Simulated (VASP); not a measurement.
# LiCl (P6_3/mmc) in VASP: a series of runs

LiCl is run at these levels: PBE; tasks: single point.

Program: VASP 6.6.1. These are calculated values, not measurements. Logs are shortened: lines on timing, memory, paths and dates and some standing lists are left out, and cuts for length are marked.

## 1. The cell of the first run

The structure is hexagonal, space group P6_3/mmc (No. 194). Conventional cell: a = 3.575 Å, b = 3.575 Å, c = 6.024 Å, α = 90.00°, β = 90.00°, γ = 120.00°. Within 3.4 Å of Li (site symmetry -3m) lie 6 Cl at 2.56 Å and 2 Li at 3.01 Å. Within 3.4 Å of Cl (site symmetry -6m2) lie 6 Li at 2.56 Å.

## 2. Single point, PBE

Contents of INCAR:

```
SYSTEM = LiCl
PREC = Accurate ; ENCUT = 520
EDIFF = 1E-6 ; ISMEAR = 0
SIGMA = 0.01 ; LREAL = .FALSE.
LASPH = .TRUE. ; NELM = 100
ALGO = Normal ; ISIF = 2
LWAVE = .FALSE. ; LCHARG = .FALSE.
GGA = PE ; NBANDS = 18
```

Contents of KPOINTS:

```
regular mesh
0
G
  6 6 2
  0 0 0
```

Contents of POSCAR:

```
LiCl
1.0
    3.5749486144      0.0000000000      0.0000000000
   -1.7874743072      3.0959963173      0.0000000000
    0.0000000000      0.0000000000      6.0240820252
Li Cl
2 2
Direct
    0.0000000000      0.0000000000      0.0000000000
    0.0000000000      0.0000000000      0.5000000000
    0.3333333333      0.6666666667      0.2500000000
    0.6666666667      0.3333333333      0.7500000000
```

Potentials or basis: VASP PAW PBE potentials, release 64 (Li_sv, Cl).

On the command line:

```sh
$ cat potpaw_PBE.64/Li_sv/POTCAR potpaw_PBE.64/Cl/POTCAR > POTCAR
$ mpirun -np 1 vasp_std > vasp.out
```

OUTCAR:

```text
SYSTEM = LiCl
   PREC = Accurate
   ENCUT = 520
   EDIFF = 1E-6
   ISMEAR = 0
   LREAL = .FALSE.
   LASPH = .TRUE.
   NELM = 100
   ISIF = 2
   GGA = PE

 ion  position               nearest neighbor table
   1  0.000  0.000  0.000-   3 2.56   4 2.56   4 2.56   3 2.56   4 2.56   3 2.56
   2  0.000  0.000  0.500-   3 2.56   4 2.56   4 2.56   3 2.56   4 2.56   3 2.56
   3  0.333  0.667  0.250-   1 2.56   2 2.56   1 2.56   2 2.56   1 2.56   2 2.56
   4  0.667  0.333  0.750-   1 2.56   2 2.56   1 2.56   2 2.56   1 2.56   2 2.56

  LATTYP: Found a hexagonal cell.
 ALAT       =     3.5749486144
 C/A-ratio  =     1.6850821298

  Lattice vectors:

 A1 = (   3.5749486144,   0.0000000000,   0.0000000000)
 A2 = (  -1.7874743072,   3.0959963173,   0.0000000000)
 A3 = (   0.0000000000,   0.0000000000,   6.0240820252)

Analysis of symmetry for initial positions (statically):
=====================================================================
 Subroutine PRICEL returns:
 Original cell was already a primitive cell.

 Routine SETGRP: Setting up the symmetry group for a
 hexagonal supercell.

 Subroutine GETGRP returns: Found 24 space group operations
 (whereof 12 operations were pure point group operations)
 out of a pool of 24 trial point group operations.

The static configuration has the point symmetry D_3d.
 The point group associated with its full space group is D_6h.

Analysis of symmetry for dynamics (positions and initial velocities):
=====================================================================
 Subroutine PRICEL returns:
 Original cell was already a primitive cell.

 Routine SETGRP: Setting up the symmetry group for a
 hexagonal supercell.

 Subroutine GETGRP returns: Found 24 space group operations
 (whereof 12 operations were pure point group operations)
 out of a pool of 24 trial point group operations.

The dynamic configuration has the point symmetry D_3d.
 The point group associated with its full space group is D_6h.

 Subroutine INISYM returns: Found 24 space group operations
 (whereof 12 operations are pure point group operations),
 and found     1 'primitive' translations

----------------------------------------------------------------------------------------

                                     Primitive cell

  volume of cell :      66.6747

  direct lattice vectors                    reciprocal lattice vectors
     3.574948614  0.000000000  0.000000000     0.279724300  0.161498900  0.000000000
    -1.787474307  3.095996317  0.000000000     0.000000000  0.322997800  0.000000000
     0.000000000  0.000000000  6.024082025     0.000000000  0.000000000  0.166000396

  length of vectors
     3.574948614  3.574948614  6.024082025     0.322997800  0.322997800  0.166000396

  position of ions in fractional coordinates (direct lattice)
     0.000000000  0.000000000  0.000000000
     0.000000000  0.000000000  0.500000000
     0.333333333  0.666666667  0.250000000
     0.666666667  0.333333333  0.750000000

  ion indices of the primitive-cell ions
   primitive index   ion index
                 1           1
                 2           2
                 3           3
                 4           4

----------------------------------------------------------------------------------------

 KPOINTS: regular mesh

Automatic generation of k-mesh.
 Grid dimensions read from file:
 generate k-points for:    6    6    2

 Generating k-lattice:

  Cartesian coordinates                     Fractional coordinates (reciprocal lattice)
     0.046620717  0.026916483  0.000000000     0.166666667  0.000000000  0.000000000
     0.000000000  0.053832967  0.000000000     0.000000000  0.166666667  0.000000000
     0.000000000  0.000000000  0.083000198     0.000000000  0.000000000  0.500000000

  Length of vectors
     0.053832967  0.053832967  0.083000198

  Shift w.r.t. Gamma in fractional coordinates (k-lattice)
     0.000000000  0.000000000  0.000000000

 Subroutine IBZKPT returns following result:
 ===========================================

 Found     14 irreducible k-points:

 Following reciprocal coordinates:
            Coordinates               Weight
  0.000000  0.000000  0.000000      1.000000
  0.166667  0.000000  0.000000      6.000000
  0.333333  0.000000  0.000000      6.000000
  0.500000  0.000000  0.000000      3.000000
  0.166667  0.166667  0.000000      6.000000
  0.333333  0.166667  0.000000     12.000000
  0.333333  0.333333  0.000000      2.000000
  0.000000  0.000000  0.500000      1.000000
  0.166667  0.000000  0.500000      6.000000
  0.333333  0.000000  0.500000      6.000000
  0.500000  0.000000  0.500000      3.000000
  0.166667  0.166667  0.500000      6.000000
  0.333333  0.166667  0.500000     12.000000
  0.333333  0.333333  0.500000      2.000000
   k-points           NKPTS =     14   k-points in BZ     NKDIM =     14   number of bands    NBANDS=     18
   number of dos      NEDOS =    301   number of ions     NIONS =      4
   total plane-waves  NPLWV =  37632
   dimension x,y,z NGX =    28 NGY =   28 NGZ =   48
   dimension x,y,z NGXF=    56 NGYF=   56 NGZF=   96
   ions per type =               2   2
   NGX,Y,Z   is equivalent  to a cutoff of  13.02, 13.02, 13.25 a.u.
   NGXF,Y,Z  is equivalent  to a cutoff of  26.04, 26.04, 26.49 a.u.
 SYSTEM =  LiCl
   PREC   = accura    normal or accurate (medium, high low for compatibility)
   ISTART =      0    job   : 0-new  1-cont  2-samecut
   ICHARG =      2    charge: 1-file 2-atom 10-const
   ISPIN  =      1    spin polarized calculation?
   LNONCOLLINEAR =      F non collinear calculations
   LSORBIT =      F    spin-orbit coupling
   LASPH  =      T    aspherical Exc in radial PAW
   ENCUT  =  520.0 eV  38.22 Ry    6.18 a.u.   6.65  6.65 11.20*2*pi/ulx,y,z
   NELM   =    100;   NELMIN=  2; NELMDL= -5     # of ELM steps
   EDIFF  = 0.1E-05   stopping-criterion for ELM
   LREAL  =      F    real-space projection
   EDIFFG = 0.1E-04   stopping-criterion for IOM
   NSW    =      0    number of steps for IOM
   IBRION =     -1    ionic relax: 0-MD 1-quasi-New 2-CG
   NFREE  =      0    steps in history (QN), initial steepest desc. (CG)
   ISIF   =      2    stress and relaxation
   ISYM   =      2    0-nonsym 1-usesym 2-fastsym
   POTIM  = 0.5000    time-step for ionic-motion
   TEBEG  =    0.0;   TEEND  =   0.0 temperature during run
   PSTRESS=    0.0 pullay stress
   NELECT =      20.0000    total number of electrons
   NUPDOWN=      -1.0000    fix difference up-down
   EMIN   =  10.00;   EMAX   =-10.00  energy-range for DOS
   EFERMI =   0.00;   METHOD = LEGACY
   ISMEAR =     0;   SIGMA  =   0.01  broadening in eV -4-tet -1-fermi 0-gaus
   EFERMI_NEDOS =   21; number of points for ismear=-14 and -15
   IALGO  =     38    algorithm
   IMIX   =      4    mixing-type and parameters
     AMIX     =   0.40;   BMIX     =  1.00
     AMIX_MAG =   1.60;   BMIX_MAG =  1.00
  volume/ion in A,a.u.               =      16.67       112.49
  Fermi-wavevector in a.u.,A,eV,Ry     =   1.095884  2.070920 16.340067  1.200961
  Thomas-Fermi vector in A             =   2.232216
   LORBIT       =      0    0 simple, 1 ext, 2 COOP (PROOUT), +10 PAW based schemes
   GGA     = PE    functional components
   LHFCALC =     F    Hartree Fock is set to
   AEXX    =    0.0000 exact exchange contribution
   IVDW    =     0    specifies the selected vdW correction
   LEPSILON=     F    determine dielectric tensor
   LRPA    =     F    only Hartree local field effects (RPA)
 non-spin polarized calculation
 Gauss-broadening in eV      SIGMA  =   0.01
  energy-cutoff  :      520.00
  volume of cell :       66.67
 maximum number of plane-waves:      1834
 NGX is ok and might be reduce to    28
   NGX = 13   NGY = 13   NGZ = 23

 number of electron      19.9999996 magnetization

 Free energy of the ion-electron system (eV)
  ---------------------------------------------------
  ext. energy  EPLUGINS =         0.00000000
  ---------------------------------------------------
  free energy    TOTEN  =       -14.70828956 eV

  energy without entropy =      -14.70828956  energy(sigma->0) =      -14.70828956

 E-fermi :   0.8083     XC(G=0):  -8.7788

 val. band max:        0.7111232355   @ k =   0.0000   0.0000   0.0000
 cond. band min:       7.0772469588   @ k =   0.0000   0.0000   0.0000
 fundamental gap:      6.3661237233
 Fermi energy:         0.8083261373

 k-point     1 :       0.0000    0.0000    0.0000
  band No.  band energies     occupation
      1     -42.8631      2.00000
      2     -42.8552      2.00000
      3     -12.7786      2.00000
      4     -12.2526      2.00000
      5      -2.2194      2.00000
      6       0.5018      2.00000
[... 10 lines left out ...]
     17      13.2810      0.00000
     18      13.3401      0.00000

 k-point     2 :       0.1667    0.0000    0.0000
  band No.  band energies     occupation
      1     -42.8625      2.00000
      2     -42.8548      2.00000
      3     -12.6529      2.00000
      4     -12.1652      2.00000
      5      -2.0430      2.00000
      6      -0.3597      2.00000
[... 10 lines left out ...]
     17      11.8116      0.00000
     18      12.8885      0.00000

 k-point     3 :       0.3333    0.0000    0.0000
  band No.  band energies     occupation
      1     -42.8613      2.00000
      2     -42.8538      2.00000
      3     -12.3615      2.00000
      4     -12.0017      2.00000
      5      -1.5759      2.00000
      6      -1.5597      2.00000
[... 10 lines left out ...]
     17      12.0831      0.00000
     18      13.5391      0.00000

 k-point     4 :       0.5000    0.0000    0.0000
  band No.  band energies     occupation
      1     -42.8608      2.00000
      2     -42.8533      2.00000
      3     -12.1763      2.00000
      4     -11.9432      2.00000
      5      -1.9964      2.00000
      6      -1.8337      2.00000
[... 165 lines left out ...]
      4     -12.2478      2.00000
      5      -1.4119      2.00000
      6      -1.4119      2.00000
[... 10 lines left out ...]
     17      12.5056      0.00000
     18      12.5056      0.00000

 k-point    13 :       0.3333    0.1667    0.5000
  band No.  band energies     occupation
      1     -42.8571      2.00000
      2     -42.8571      2.00000
      3     -12.0614      2.00000
      4     -12.0614      2.00000
      5      -1.9662      2.00000
      6      -1.9662      2.00000
[... 10 lines left out ...]
     17      12.7201      0.00000
     18      12.7201      0.00000

 k-point    14 :       0.3333    0.3333    0.5000
  band No.  band energies     occupation
      1     -42.8568      2.00000
      2     -42.8568      2.00000
      3     -11.9969      2.00000
      4     -11.9969      2.00000
      5      -1.7909      2.00000
      6      -1.7909      2.00000
[... 10 lines left out ...]
     17      12.2701      0.00000
     18      12.2701      0.00000

------------------------ aborting loop because EDIFF is reached ----------------------------------------

  FORCE on cell =-STRESS in cart. coord.  units (eV):
  Direction    XX          YY          ZZ          XY          YZ          ZX
  --------------------------------------------------------------------------------------
  -------------------------------------------------------------------------------------
  Total        0.2620965      0.2620965      0.2717819      0.0000000      0.0000000     -0.0000000
  in kB        6.2981164      6.2981164      6.5308544      0.0000000      0.0000000     -0.0000000
  external PRESSURE =       6.3756958 kB  Pullay stress =       0.0000000 kB

 VOLUME and BASIS-vectors are now :
 -----------------------------------------------------------------------------
  energy-cutoff  :      520.00
  volume of cell :       66.67
      direct lattice vectors                 reciprocal lattice vectors
     3.574948614  0.000000000  0.000000000     0.279724300  0.161498900  0.000000000
    -1.787474307  3.095996317  0.000000000     0.000000000  0.322997800  0.000000000
     0.000000000  0.000000000  6.024082025     0.000000000  0.000000000  0.166000396

 POSITION                                       TOTAL-FORCE (eV/Angst)
 -----------------------------------------------------------------------------------
      0.00000      0.00000      0.00000        -0.000000      0.000000      0.000000
      0.00000      0.00000      3.01204        -0.000000      0.000000      0.000000
     -0.00000      2.06400      1.50602        -0.000000      0.000000     -0.000000
      1.78747      1.03200      4.51806         0.000000      0.000000      0.000000
 -----------------------------------------------------------------------------------
    total drift:                                0.000000     -0.000000     -0.000000

  FREE ENERGIE OF THE ION-ELECTRON SYSTEM (eV)
  ---------------------------------------------------
  free  energy   TOTEN  =       -14.7082895573 eV

  energy  without entropy=      -14.7082895573  energy(sigma->0) =      -14.70828956
```

It took 15 s on 1 thread of Intel Xeon Platinum 8488C (Sapphire Rapids), shared host; peak memory 0.18 GiB.

What came out:

```
Free energy            : -14.7083 eV
Band gap on the k mesh : 6.37 eV
```

Caveat: the k points lie up to 0.52 Å⁻¹ apart; the cutoff is under 1.25 times the usual one of these potentials, so pressure, stress and relaxed cells hold a basis-set (Pulay) error.

## 3. Single point, PBE

Contents of INCAR:

```
ALGO = Normal
EDIFF = 1E-7
ENCUT = 520
GGA = PE
ISIF = 2
ISMEAR = 0
LASPH = True
LCHARG = True
LELF = True
LREAL = False
LVHAR = True
LWAVE = False
NBANDS = 18
NELM = 60
PREC = Accurate
SIGMA = 0.01
```

Contents of KPOINTS:

```
k-points
0
Gamma
  6 6 2
```

POSCAR is that of step 2.

Potentials or basis: VASP PAW PBE potentials, release 64 (Li_sv, Cl).

On the command line:

```sh
$ cat potpaw_PBE.64/Li_sv/POTCAR potpaw_PBE.64/Cl/POTCAR > POTCAR
$ mpirun -np 1 vasp_std > vasp.out
```

Run time: 16 s. Hardware: 1 thread of Intel Xeon Platinum 8488C (Sapphire Rapids), shared host; peak memory 0.17 GiB.

The run converged. Its results:

* Free energy: -14.7083 eV
* Band gap on the k mesh: 6.37 eV

Levels at points of the mesh, in eV from the valence-band top:
```
           k point  band 8  band 9  band 10  band 11  band 12  band 13
(0.00, 0.00, 0.00)   -0.17    0.00     0.00     6.37     6.77    10.31
(0.50, 0.00, 0.00)   -1.08   -0.76    -0.30     7.14     8.22     8.86
(0.00, 0.00, 0.50)   -0.10   -0.10    -0.10     7.21     7.21    10.51
(0.50, 0.00, 0.50)   -0.93   -0.72    -0.72     7.55     7.55     8.69
```

Caveat: the k points lie up to 0.52 Å⁻¹ apart; the cutoff is under 1.25 times the usual one of these potentials, so pressure, stress and relaxed cells hold a basis-set (Pulay) error.
